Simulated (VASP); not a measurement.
# Cd2Mo (P6/mmm) in VASP: further runs

Runs on Cd2Mo. Level: PBE. Tasks: single point.

Program: VASP 6.6.1. These are calculated values, not measurements. Logs are shortened: lines on timing, memory, paths and dates and some standing lists are left out, and cuts for length are marked.

## Step 1: The cell of the first run

It takes space group P6/mmm (No. 191, hexagonal). The conventional cell has a = 4.740 Å, b = 4.740 Å, c = 2.914 Å, α = 90.00°, β = 90.00°, γ = 120.00°. Within 3.6 Å of Cd (site symmetry -6m2) lie 5 Cd at 2.74 to 2.91 Å and 6 Mo at 3.10 Å. Within 3.8 Å of Mo (site symmetry 6/mmm) lie 2 Mo at 2.91 Å and 12 Cd at 3.10 Å.

## Step 2: Single point, PBE

Input file INCAR:

```
  PREC = Accurate
  ENCUT = 520
  EDIFF = 1E-6
  ISMEAR = 0
  SIGMA = 0.1
  LREAL = False
  LASPH = True
  NELM = 80
  ALGO = Normal
  ISIF = 2
  LWAVE = False
  LCHARG = False
  GGA = PE
  NBANDS = 26
```

Input file KPOINTS:

```
regular mesh
0
Gamma
  6 6 4
```

Input file POSCAR:

```
Cd2Mo
1.0
    4.7398035723      0.0000000000      0.0000000000
   -2.3699017861      4.1047903025      0.0000000000
    0.0000000000      0.0000000000      2.9141366160
Cd Mo
2 1
Direct
    0.3333333333      0.6666666667      0.5000000000
    0.6666666667      0.3333333333      0.5000000000
    0.0000000000      0.0000000000      0.0000000000
```

Potentials or basis: VASP PAW PBE potentials, release 64 (Cd, Mo_sv).

On the command line:

```bash
cat potpaw_PBE.64/Cd/POTCAR potpaw_PBE.64/Mo_sv/POTCAR > POTCAR
mpirun -np 1 vasp_std > vasp.out
```

OUTCAR:

```text
PREC = Accurate
   ENCUT = 520
   EDIFF = 1E-6
   ISMEAR = 0
   LREAL = False
   LASPH = True
   NELM = 80
   ISIF = 2
   GGA = PE

 ion  position               nearest neighbor table
   1  0.333  0.667  0.500-   2 2.74   2 2.74   2 2.74   3 3.10   3 3.10   3 3.10   3 3.10   3 3.10
                             3 3.10
   2  0.667  0.333  0.500-   1 2.74   1 2.74   1 2.74   3 3.10   3 3.10   3 3.10   3 3.10   3 3.10
                             3 3.10
   3  0.000  0.000  0.000-   1 3.10   2 3.10   1 3.10   2 3.10   1 3.10   1 3.10   2 3.10   2 3.10
                             2 3.10   2 3.10   1 3.10   1 3.10

  LATTYP: Found a hexagonal cell.
 ALAT       =     4.7398035723
 C/A-ratio  =     0.6148222329

  Lattice vectors:

 A1 = (   4.7398035723,   0.0000000000,   0.0000000000)
 A2 = (  -2.3699017861,   4.1047903025,   0.0000000000)
 A3 = (   0.0000000000,   0.0000000000,   2.9141366160)

Analysis of symmetry for initial positions (statically):
=====================================================================
 Subroutine PRICEL returns:
 Original cell was already a primitive cell.

 Routine SETGRP: Setting up the symmetry group for a
 hexagonal supercell.

 Subroutine GETGRP returns: Found 24 space group operations
 (whereof 24 operations were pure point group operations)
 out of a pool of 24 trial point group operations.

The static configuration has the point symmetry D_6h.

Analysis of symmetry for dynamics (positions and initial velocities):
=====================================================================
 Subroutine PRICEL returns:
 Original cell was already a primitive cell.

 Routine SETGRP: Setting up the symmetry group for a
 hexagonal supercell.

 Subroutine GETGRP returns: Found 24 space group operations
 (whereof 24 operations were pure point group operations)
 out of a pool of 24 trial point group operations.

The dynamic configuration has the point symmetry D_6h.

 Subroutine INISYM returns: Found 24 space group operations
 (whereof 24 operations are pure point group operations),
 and found     1 'primitive' translations

----------------------------------------------------------------------------------------

                                     Primitive cell

  volume of cell :      56.6971

[... 80 lines left out ...]
   ISPIN  =      1    spin polarized calculation?
   LNONCOLLINEAR =      F non collinear calculations
   LSORBIT =      F    spin-orbit coupling
   LASPH  =      T    aspherical Exc in radial PAW
   ENCUT  =  520.0 eV  38.22 Ry    6.18 a.u.   8.81  8.81  5.42*2*pi/ulx,y,z
   NELM   =     80;   NELMIN=  2; NELMDL= -5     # of ELM steps
   EDIFF  = 0.1E-05   stopping-criterion for ELM
   LREAL  =      F    real-space projection
   EDIFFG = 0.1E-04   stopping-criterion for IOM
   NSW    =      0    number of steps for IOM
   IBRION =     -1    ionic relax: 0-MD 1-quasi-New 2-CG
   NFREE  =      0    steps in history (QN), initial steepest desc. (CG)
   ISIF   =      2    stress and relaxation
   ISYM   =      2    0-nonsym 1-usesym 2-fastsym
   POTIM  = 0.5000    time-step for ionic-motion
   TEBEG  =    0.0;   TEEND  =   0.0 temperature during run
   PSTRESS=    0.0 pullay stress
   NELECT =      38.0000    total number of electrons
   NUPDOWN=      -1.0000    fix difference up-down
   EMIN   =  10.00;   EMAX   =-10.00  energy-range for DOS
   EFERMI =   0.00;   METHOD = LEGACY
   ISMEAR =     0;   SIGMA  =   0.10  broadening in eV -4-tet -1-fermi 0-gaus
   EFERMI_NEDOS =   21; number of points for ismear=-14 and -15
   IALGO  =     38    algorithm
   IMIX   =      4    mixing-type and parameters
     AMIX     =   0.40;   BMIX     =  1.00
     AMIX_MAG =   1.60;   BMIX_MAG =  1.00
  volume/ion in A,a.u.               =      18.90       127.54
  Fermi-wavevector in a.u.,A,eV,Ry     =   1.432679  2.707371 27.926906  2.052570
  Thomas-Fermi vector in A             =   2.552280
   LORBIT       =      0    0 simple, 1 ext, 2 COOP (PROOUT), +10 PAW based schemes
   GGA     = PE    functional components
   LHFCALC =     F    Hartree Fock is set to
   AEXX    =    0.0000 exact exchange contribution
   IVDW    =     0    specifies the selected vdW correction
   LEPSILON=     F    determine dielectric tensor
   LRPA    =     F    only Hartree local field effects (RPA)
 non-spin polarized calculation
 Gauss-broadening in eV      SIGMA  =   0.10
  energy-cutoff  :      520.00
  volume of cell :       56.70
 maximum number of plane-waves:      1553
 NGX is ok and might be reduce to    36
   NGX = 17   NGY = 17   NGZ = 11

 number of electron      37.9999978 magnetization

 Free energy of the ion-electron system (eV)
  ---------------------------------------------------
  ext. energy  EPLUGINS =         0.00000000
  ---------------------------------------------------
  free energy    TOTEN  =       -10.58204485 eV

  energy without entropy =      -10.56085334  energy(sigma->0) =      -10.57144910

 E-fermi :   5.2881     XC(G=0): -11.9540

 val. band max:        5.2519455219   @ k =   0.1667   0.0000   0.5000
 cond. band min:       5.2999522458   @ k =   0.1667   0.1667   0.2500
 fundamental gap:      0.0480067240
 Fermi energy:         5.2881462699

 k-point     1 :       0.0000    0.0000    0.0000
  band No.  band energies     occupation
      1     -55.4026      2.00000
      2     -29.5419      2.00000
      3     -29.5419      2.00000
      4     -29.0541      2.00000
      5      -4.2146      2.00000
      6      -3.6035      2.00000
[... 598 lines left out ...]
     25      12.1016      0.00000
     26      15.4852      0.00000

------------------------ aborting loop because EDIFF is reached ----------------------------------------

  FORCE on cell =-STRESS in cart. coord.  units (eV):
  Direction    XX          YY          ZZ          XY          YZ          ZX
  --------------------------------------------------------------------------------------
  -------------------------------------------------------------------------------------
  Total        0.2806981      0.2806981      0.2022193      0.0000000      0.0000000      0.0000000
  in kB        7.9321122      7.9321122      5.7144182      0.0000000      0.0000000      0.0000000
  external PRESSURE =       7.1928809 kB  Pullay stress =       0.0000000 kB

 VOLUME and BASIS-vectors are now :
 -----------------------------------------------------------------------------
  energy-cutoff  :      520.00
  volume of cell :       56.70
      direct lattice vectors                 reciprocal lattice vectors
     4.739803572  0.000000000  0.000000000     0.210979207  0.121808902  0.000000000
    -2.369901786  4.104790302  0.000000000     0.000000000  0.243617804  0.000000000
     0.000000000  0.000000000  2.914136616     0.000000000  0.000000000  0.343154811

 POSITION                                       TOTAL-FORCE (eV/Angst)
 -----------------------------------------------------------------------------------
     -0.00000      2.73653      1.45707        -0.000000      0.000000      0.000000
      2.36990      1.36826      1.45707         0.000000      0.000000     -0.000000
      0.00000      0.00000      0.00000        -0.000000      0.000000     -0.000000
 -----------------------------------------------------------------------------------
    total drift:                                0.000000      0.000000     -0.000000

  FREE ENERGIE OF THE ION-ELECTRON SYSTEM (eV)
  ---------------------------------------------------
  free  energy   TOTEN  =       -10.5820448537 eV

  energy  without entropy=      -10.5608533419  energy(sigma->0) =      -10.57144910
```

Wall time 36 s (1 thread of Oxide Virtual Turin-like, shared host); peak memory 0.15 GiB.

Results:

```
Free energy            : -10.5820 eV
Pressure               : 0.7 GPa
Band gap on the k mesh : zero (bands 19 and 20 overlap by 1.95 eV)
```

Stress tensor (GPa, compression positive):
```
0.79 0.00 0.00
0.00 0.79 0.00
0.00 0.00 0.57
```

Caveat: the k points lie up to 0.54 Å⁻¹ apart, too coarse for converged energies and pressures of a metal.

## Step 3: Single point, PBE

This run uses another cell than the first one, of 19.52 Å³/atom.

Input file INCAR:

```
PREC = Accurate ; ENCUT = 520
EDIFF = 1E-6 ; ISMEAR = 0
SIGMA = 0.1 ; LREAL = False
LASPH = True ; NELM = 100
ALGO = Fast ; ISIF = 2
LWAVE = False ; LCHARG = False
GGA = PE ; NBANDS = 26
```

Input file KPOINTS:

```
Automatic mesh
0
Gamma
  6 6 4
```

Input file POSCAR:

```
Cd2Mo
1.0
    3.9709611470      0.0000000000      0.0000000000
   -1.9854805735      3.4389532308      0.0000000000
    0.0000000000      0.0000000000      4.2875826338
Cd Mo
2 1
Direct
    0.3333333333      0.6666666667      0.5000000000
    0.6666666667      0.3333333333      0.5000000000
    0.0000000000      0.0000000000      0.0000000000
```

Potentials or basis: VASP PAW PBE potentials, release 64 (Cd, Mo_sv).

On the command line:

```bash
cat potpaw_PBE.64/Cd/POTCAR potpaw_PBE.64/Mo_sv/POTCAR > POTCAR
mpirun -np 1 vasp_std > vasp.out
```

Run time: 31 s. Hardware: 1 thread of Oxide Virtual Turin-like, shared host; peak memory 0.14 GiB.

Results (log left out):

```yaml
Free_energy: -6.6994 eV
Pressure: 23.1 GPa
Band_gap_on_the_k_mesh: zero (bands 19 and 20 overlap by 0.27 eV)
```

Stress tensor (GPa, compression positive):
```
 42.83   0.00   0.00
  0.00  42.83   0.00
  0.00   0.00 -16.27
```

Levels at points of the mesh, in eV from the Fermi level:
```csv
k point,band 17,band 18,band 19,band 20,band 21,band 22
"(0.00, 0.00, 0.00)",-0.78,-0.78,0.19,0.19,0.33,5.45
"(0.50, 0.00, 0.00)",-1.27,-0.96,0.18,0.64,1.17,1.18
"(0.00, 0.00, 0.50)",-0.19,-0.19,-0.08,-0.08,0.00,5.67
"(0.50, 0.00, 0.50)",-1.81,-1.49,-0.63,0.44,0.71,2.49
```

Caveat: the k points lie up to 0.37 Å⁻¹ apart.

The gap in the log of VASP goes by the Fermi energy; the results here count the filled bands.